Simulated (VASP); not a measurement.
# Te2Mo in VASP: settings compared

Aim: see how the results for Te2Mo move with the level of theory and the settings. Levels: HSE06, PBE0. Tasks: single point.

Program: VASP 6.6.1. These are calculated values, not measurements. Logs are shortened: lines on timing, memory, paths and dates and some standing lists are left out, and cuts for length are marked.

**1. The cell of the first run**

The cell holds a slab with vacuum, 3 atoms: a = 3.555 Å, b = 3.555 Å, c = 27.231 Å, α = 90.00°, β = 90.00°, γ = 120.00°.

**2. Single point, HSE06**

File POSCAR:

```
Te2Mo
1.0
    3.5552932050      0.0000000000      0.0000000000
   -1.7776466030      3.0789742340      0.0000000000
    0.0000000000      0.0000000000     27.2312089920
Te Mo
2 1
Direct
    0.3333333333      0.6666666667      0.4336128540
    0.3333333333      0.6666666667      0.5663871460
    0.6666666667      0.3333333333      0.5000000000
```

File INCAR.step1:

```
SYSTEM = Te2Mo
PREC = Accurate
ENCUT = 400
EDIFF = 1E-5
ISMEAR = 0
SIGMA = 0.01
LREAL = .FALSE.
LASPH = .TRUE.
NELM = 120
ALGO = Normal
ISIF = 2
LWAVE = .TRUE.
LCHARG = .FALSE.
LDIPOL = .TRUE.
IDIPOL = 3
DIPOL = 0.5 0.5 0.500
NBANDS = 20
GGA = PE
GGA_COMPAT = .FALSE.
NELMDL = -8
```

File INCAR.step2:

```
SYSTEM = Te2Mo
PREC = Accurate
ENCUT = 400
EDIFF = 1E-6
ISMEAR = 0
SIGMA = 0.01
LREAL = .FALSE.
LASPH = .TRUE.
NELM = 120
ALGO = Normal
ISIF = 2
LWAVE = .FALSE.
LCHARG = .FALSE.
LDIPOL = .TRUE.
IDIPOL = 3
DIPOL = 0.5 0.5 0.500
GGA = PE
LHFCALC = .TRUE.
HFSCREEN = 0.2079
PRECFOCK = Normal
NBANDS = 20
ISTART = 1
GGA_COMPAT = .FALSE.
```

File KPOINTS:

```
Automatic mesh
0
G
  6 6 1
  0 0 0
```

Potentials or basis: VASP PAW PBE potentials, release 64 (Te, Mo_sv).

Command:

```sh
$ cat potpaw_PBE.64/Te/POTCAR potpaw_PBE.64/Mo_sv/POTCAR > POTCAR
$ cp INCAR.step1 INCAR
$ mpirun -np 1 vasp_std > vasp.out
$ cp INCAR.step2 INCAR
$ mpirun -np 1 vasp_std > vasp.out
```

OUTCAR:

```text
SYSTEM = Te2Mo
   PREC = Accurate
   ENCUT = 400
   EDIFF = 1E-6
   ISMEAR = 0
   LREAL = .FALSE.
   LASPH = .TRUE.
   NELM = 120
   ISIF = 2
   GGA = PE
   LHFCALC = .TRUE.
   HFSCREEN = 0.2079
   PRECFOCK = Normal
   ISTART = 1

 ion  position               nearest neighbor table
   1  0.333  0.667  0.434-   3 2.74   3 2.74   3 2.74   2 3.62
   2  0.333  0.667  0.566-   3 2.74   3 2.74   3 2.74   1 3.62
   3  0.667  0.333  0.500-   1 2.74   2 2.74   1 2.74   2 2.74   1 2.74   2 2.74

  LATTYP: Found a hexagonal cell.
 ALAT       =     3.5552932050
 C/A-ratio  =     7.6593426820

  Lattice vectors:

 A1 = (   3.5552932050,   0.0000000000,   0.0000000000)
 A2 = (  -1.7776466030,   3.0789742340,   0.0000000000)
 A3 = (   0.0000000000,   0.0000000000,  27.2312089920)

Analysis of symmetry for initial positions (statically):
=====================================================================
 Subroutine PRICEL returns:
 Original cell was already a primitive cell.

 Routine SETGRP: Setting up the symmetry group for a
 hexagonal supercell.

 Subroutine GETGRP returns: Found 12 space group operations
 (whereof 12 operations were pure point group operations)
 out of a pool of 24 trial point group operations.

The static configuration has the point symmetry D_3h.

Analysis of symmetry for dynamics (positions and initial velocities):
=====================================================================
 Subroutine PRICEL returns:
 Original cell was already a primitive cell.

 Routine SETGRP: Setting up the symmetry group for a
 hexagonal supercell.

 Subroutine GETGRP returns: Found 12 space group operations
 (whereof 12 operations were pure point group operations)
 out of a pool of 24 trial point group operations.

The dynamic configuration has the point symmetry D_3h.

 Subroutine INISYM returns: Found 12 space group operations
 (whereof 12 operations are pure point group operations),
 and found     1 'primitive' translations

----------------------------------------------------------------------------------------

                                     Primitive cell

  volume of cell :     298.0907

  direct lattice vectors                    reciprocal lattice vectors
     3.555293205  0.000000000  0.000000000     0.281270754  0.162391745  0.000000000
    -1.777646603  3.078974234  0.000000000     0.000000000  0.324783491  0.000000000
     0.000000000  0.000000000 27.231208992     0.000000000  0.000000000  0.036722571

  length of vectors
     3.555293205  3.555293206 27.231208992     0.324783491  0.324783491  0.036722571

  position of ions in fractional coordinates (direct lattice)
     0.333333333  0.666666667  0.433612854
     0.333333333  0.666666667  0.566387146
     0.666666667  0.333333333  0.500000000

  ion indices of the primitive-cell ions
   primitive index   ion index
                 1           1
                 2           2
                 3           3

----------------------------------------------------------------------------------------

 KPOINTS: Automatic mesh

Automatic generation of k-mesh.
 Grid dimensions read from file:
 generate k-points for:    6    6    1

 Generating k-lattice:

  Cartesian coordinates                     Fractional coordinates (reciprocal lattice)
     0.046878459  0.027065291  0.000000000     0.166666667  0.000000000  0.000000000
     0.000000000  0.054130582  0.000000000     0.000000000  0.166666667  0.000000000
     0.000000000  0.000000000  0.036722571     0.000000000  0.000000000  1.000000000

  Length of vectors
     0.054130582  0.054130582  0.036722571

  Shift w.r.t. Gamma in fractional coordinates (k-lattice)
     0.000000000  0.000000000  0.000000000

 Subroutine IBZKPT returns following result:
 ===========================================

 Found      7 irreducible k-points:

 Following reciprocal coordinates:
            Coordinates               Weight
  0.000000  0.000000  0.000000      1.000000
  0.166667  0.000000  0.000000      6.000000
  0.333333  0.000000  0.000000      6.000000
  0.500000  0.000000  0.000000      3.000000
  0.166667  0.166667  0.000000      6.000000
  0.333333  0.166667  0.000000     12.000000
  0.333333  0.333333  0.000000      2.000000
   k-points           NKPTS =      7   k-points in BZ     NKDIM =     36   number of bands    NBANDS=     20
   number of dos      NEDOS =    301   number of ions     NIONS =      3
   total plane-waves  NPLWV = 103680
   dimension x,y,z NGX =    24 NGY =   24 NGZ =  180
   dimension x,y,z NGXF=    48 NGYF=   48 NGZF=  360
   ions per type =               2   1
   NGX,Y,Z   is equivalent  to a cutoff of  11.22, 11.22, 10.99 a.u.
   NGXF,Y,Z  is equivalent  to a cutoff of  22.44, 22.44, 21.98 a.u.
 SYSTEM =  Te2Mo
   PREC   = accura    normal or accurate (medium, high low for compatibility)
   ISTART =      1    job   : 0-new  1-cont  2-samecut
   ICHARG =      0    charge: 1-file 2-atom 10-const
   ISPIN  =      1    spin polarized calculation?
   LNONCOLLINEAR =      F non collinear calculations
   LSORBIT =      F    spin-orbit coupling
   LASPH  =      T    aspherical Exc in radial PAW
   ENCUT  =  400.0 eV  29.40 Ry    5.42 a.u.   5.80  5.80 44.41*2*pi/ulx,y,z
   NELM   =    120;   NELMIN=  2; NELMDL=  0     # of ELM steps
   EDIFF  = 0.1E-05   stopping-criterion for ELM
   LREAL  =      F    real-space projection
   EDIFFG = 0.1E-04   stopping-criterion for IOM
   NSW    =      0    number of steps for IOM
   IBRION =     -1    ionic relax: 0-MD 1-quasi-New 2-CG
   NFREE  =      0    steps in history (QN), initial steepest desc. (CG)
   ISIF   =      2    stress and relaxation
   ISYM   =      3    0-nonsym 1-usesym 2-fastsym
   POTIM  = 0.5000    time-step for ionic-motion
   TEBEG  =    0.0;   TEEND  =   0.0 temperature during run
   PSTRESS=    0.0 pullay stress
   NELECT =      26.0000    total number of electrons
   NUPDOWN=      -1.0000    fix difference up-down
   EMIN   =  10.00;   EMAX   =-10.00  energy-range for DOS
   EFERMI =   0.00;   METHOD = LEGACY
   ISMEAR =     0;   SIGMA  =   0.01  broadening in eV -4-tet -1-fermi 0-gaus
   EFERMI_NEDOS =   21; number of points for ismear=-14 and -15
   IALGO  =     38    algorithm
   IMIX   =      1    mixing-type and parameters
     AMIX     =   0.40;   BMIX     =  1.00
     AMIX_MAG =   1.60;   BMIX_MAG =  1.00
  volume/ion in A,a.u.               =      99.36       670.54
  Fermi-wavevector in a.u.,A,eV,Ry     =   0.726022  1.371983  7.171740  0.527108
  Thomas-Fermi vector in A             =   1.816891
   LORBIT       =      0    0 simple, 1 ext, 2 COOP (PROOUT), +10 PAW based schemes
   GGA     = PE    functional components
   LHFCALC =     T    Hartree Fock is set to
   PRECFOCK=normal    Normal, Fast or Accurate (Low or Medium for compatibility)
   ENCUT4O =  -1.0   cutoff for four orbital integrals eV
   NKREDX  =     1    reduce k-point grid by
   NKREDY  =     1    reduce k-point grid by
   NKREDZ  =     1    reduce k-point grid by
   AEXX    =    0.2500 exact exchange contribution
   HFSCREEN=    0.2079 screening length (either q_TF or 0.3 A-1)
   HFSCREENC=   0.2079 screening length for correlation (either q_TF or 0.3 A-1)
   ENCUTFOCK=  -1.0 apply spherical cutoff to Coloumb kernel
   IVDW    =     0    specifies the selected vdW correction
   LEPSILON=     F    determine dielectric tensor
   LRPA    =     F    only Hartree local field effects (RPA)
 non-spin polarized calculation
 Gauss-broadening in eV      SIGMA  =   0.01
  energy-cutoff  :      400.00
  volume of cell :      298.09
 maximum number of plane-waves:      5433
 NGX is ok and might be reduce to    24
  NGX = 18; NGY = 18; NGZ =140

 number of electron      26.0000002 magnetization

 dipolmoment           0.000000      0.000000     -0.000000 electrons x Angstroem

 Free energy of the ion-electron system (eV)
  ---------------------------------------------------
  ext. energy  EPLUGINS =         0.00000000
  ---------------------------------------------------
  free energy    TOTEN  =       -21.78384900 eV

  energy without entropy =      -21.78384900  energy(sigma->0) =      -21.78384900

 E-fermi :  -1.7588     XC(G=0):  -2.5976

 val. band max:       -1.9570511543   @ k =   0.3333   0.3333   0.0000
 cond. band min:      -0.4646479032   @ k =   0.3333   0.3333   0.0000
 fundamental gap:      1.4924032511
 Fermi energy:        -1.7587743309

 k-point     1 :       0.0000    0.0000    0.0000
  band No.  band energies     occupation
      1     -66.7224      2.00000
      2     -39.4541      2.00000
      3     -39.3250      2.00000
      4     -39.3250      2.00000
      5     -15.7895      2.00000
      6     -14.7312      2.00000
[... 12 lines left out ...]
     19       2.8827      0.00000
     20       3.3851      0.00000

 k-point     2 :       0.1667    0.0000    0.0000
  band No.  band energies     occupation
      1     -66.7195      2.00000
      2     -39.4466      2.00000
      3     -39.3650      2.00000
      4     -39.3348      2.00000
      5     -15.3840      2.00000
      6     -14.4540      2.00000
[... 12 lines left out ...]
     19       3.3425      0.00000
     20       3.8365      0.00000

 k-point     3 :       0.3333    0.0000    0.0000
  band No.  band energies     occupation
      1     -66.7137      2.00000
      2     -39.4445      2.00000
      3     -39.4310      2.00000
      4     -39.3546      2.00000
      5     -14.3603      2.00000
      6     -13.7668      2.00000
[... 12 lines left out ...]
     19       4.5204      0.00000
     20       4.5212      0.00000

 k-point     4 :       0.5000    0.0000    0.0000
  band No.  band energies     occupation
      1     -66.7108      2.00000
      2     -39.4838      2.00000
      3     -39.4230      2.00000
      4     -39.3646      2.00000
      5     -13.6370      2.00000
      6     -13.3096      2.00000
[... 12 lines left out ...]
     19       4.5878      0.00000
     20       5.2181      0.00000

 k-point     5 :       0.1667    0.1667    0.0000
  band No.  band energies     occupation
      1     -66.7152      2.00000
      2     -39.4350      2.00000
      3     -39.4174      2.00000
      4     -39.3568      2.00000
      5     -14.6599      2.00000
      6     -13.9625      2.00000
[... 12 lines left out ...]
     19       4.2178      0.00000
     20       4.7013      0.00000

 k-point     6 :       0.3333    0.1667    0.0000
  band No.  band energies     occupation
      1     -66.7108      2.00000
      2     -39.4637      2.00000
      3     -39.4232      2.00000
      4     -39.3844      2.00000
      5     -13.6870      2.00000
      6     -13.3219      2.00000
[... 12 lines left out ...]
     19       5.3978      0.00000
     20       5.4034      0.00000

 k-point     7 :       0.3333    0.3333    0.0000
  band No.  band energies     occupation
      1     -66.7094      2.00000
      2     -39.4385      2.00000
      3     -39.4333      2.00000
      4     -39.4194      2.00000
      5     -13.3091      2.00000
      6     -13.0636      2.00000
[... 12 lines left out ...]
     19       3.8665      0.00000
     20       6.0049      0.00000

------------------------ aborting loop because EDIFF is reached ----------------------------------------

 vacuum level on the upper side and lower side of the slab       (xc-potential included)        -0.003        -0.003

  FORCE on cell =-STRESS in cart. coord.  units (eV):
  Direction    XX          YY          ZZ          XY          YZ          ZX
  --------------------------------------------------------------------------------------
  -------------------------------------------------------------------------------------
  Total       -1.7891604     -1.7891604     -2.0253322      0.0000000      0.0000000      0.0000000
  in kB       -9.6163766     -9.6163766    -10.8857524      0.0000000      0.0000000      0.0000000
  external PRESSURE =     -10.0395019 kB  Pullay stress =       0.0000000 kB

 VOLUME and BASIS-vectors are now :
 -----------------------------------------------------------------------------
  energy-cutoff  :      400.00
  volume of cell :      298.09
      direct lattice vectors                 reciprocal lattice vectors
     3.555293205  0.000000000  0.000000000     0.281270754  0.162391745  0.000000000
    -1.777646603  3.078974234  0.000000000     0.000000000  0.324783491  0.000000000
     0.000000000  0.000000000 27.231208992     0.000000000  0.000000000  0.036722571

 POSITION                                       TOTAL-FORCE (eV/Angst)
 -----------------------------------------------------------------------------------
     -0.00000      2.05265     11.80780        -0.000000      0.000000      0.539599
     -0.00000      2.05265     15.42341        -0.000000      0.000000     -0.539599
      1.77765      1.02632     13.61560         0.000000     -0.000000      0.000000
 -----------------------------------------------------------------------------------
    total drift:                               -0.000008      0.000004      0.000000

  FREE ENERGIE OF THE ION-ELECTRON SYSTEM (eV)
  ---------------------------------------------------
  free  energy   TOTEN  =       -21.7838489963 eV

  energy  without entropy=      -21.7838489963  energy(sigma->0) =      -21.78384900

 vacuum level on the upper side and lower side of the slab         3.234         3.234
```

Run time: 18 min. Hardware: 1 thread of Intel Xeon Platinum 8375C at 2.90GHz (Ice Lake), shared host; peak memory 0.45 GiB.

What came out:

* Free energy: -21.7838 eV
* Largest force: 0.540 eV/Å
* Band gap on the k mesh: 1.49 eV, direct

Forces in eV/Å, atoms in the order of the input:
```
Te   0.000  0.000  0.540
Te   0.000  0.000 -0.540
Mo   0.000  0.000  0.000
```

Levels at points of the mesh, in eV from the valence-band top:
```tsv
k point	band 11	band 12	band 13	band 14	band 15	band 16
(0.00, 0.00, 0.00)	-1.03	-1.03	-0.53	3.62	3.62	3.94
(0.50, 0.00, 0.00)	-1.92	-0.88	-0.45	1.86	2.27	3.89
```

Caveat: the PAW data sets were made with another functional, which shifts forces and pressure a little; spin-orbit coupling is left out, which moves the levels of the heavy elements.

**3. Single point, PBE0**

POSCAR is that of step 2.

File INCAR.step1:

```
  PREC = Accurate
  ENCUT = 400
  EDIFF = 1E-5
  ISMEAR = 0
  SIGMA = 0.01
  LREAL = F
  LASPH = T
  NELM = 120
  ALGO = Normal
  ISIF = 2
  LWAVE = T
  LDIPOL = T
  IDIPOL = 3
  DIPOL = 0.5 0.5 0.500
  NBANDS = 20
  GGA = PE
  GGA_COMPAT = F
  NELMDL = -8
```

File INCAR.step2:

```
  PREC = Accurate
  ENCUT = 400
  EDIFF = 1E-6
  ISMEAR = 0
  SIGMA = 0.01
  LREAL = F
  LASPH = T
  NELM = 120
  ALGO = Normal
  ISIF = 2
  LWAVE = F
  LCHARG = T
  LDIPOL = T
  IDIPOL = 3
  DIPOL = 0.5 0.5 0.500
  GGA = PE
  LHFCALC = T
  AEXX = 0.25
  PRECFOCK = Normal
  LELF = T
  LVHAR = T
  LVACPOTAV = T
  NBANDS = 20
  ISTART = 1
  GGA_COMPAT = F
```

File KPOINTS:

```
regular mesh
0
Gamma
  6 6 1
```

Potentials or basis: VASP PAW PBE potentials, release 64 (Te, Mo_sv).

Command:

```sh
$ cat potpaw_PBE.64/Te/POTCAR potpaw_PBE.64/Mo_sv/POTCAR > POTCAR
$ cp INCAR.step1 INCAR
$ mpirun -np 1 vasp_std > vasp.out
$ cp INCAR.step2 INCAR
$ mpirun -np 1 vasp_std > vasp.out
```

Wall time 18 min (1 thread of Intel Xeon Platinum 8375C at 2.90GHz (Ice Lake), shared host); peak memory 0.35 GiB.

Results (log left out):

| Quantity | Value |
| --- | --- |
| Free energy | -23.9975 eV |
| Largest force | 0.541 eV/Å |
| Band gap on the k mesh | 2.17 eV, direct |
| Ionisation potential of the upper face | 5.54 eV |

Forces on the atoms (eV/Å):
```
Te   0.000  0.000  0.541
Te   0.000  0.000 -0.541
Mo   0.000  0.000  0.000
```

Levels at points of the mesh, in eV from the valence-band top:
```csv
k point,band 11,band 12,band 13,band 14,band 15,band 16
"(0.00, 0.00, 0.00)",-1.04,-1.04,-0.55,4.33,4.33,4.67
"(0.50, 0.00, 0.00)",-1.96,-0.90,-0.45,2.55,2.98,4.60
```

Caveat: the PAW data sets were made with another functional, which shifts forces and pressure a little; spin-orbit coupling is left out, which moves the levels of the heavy elements.
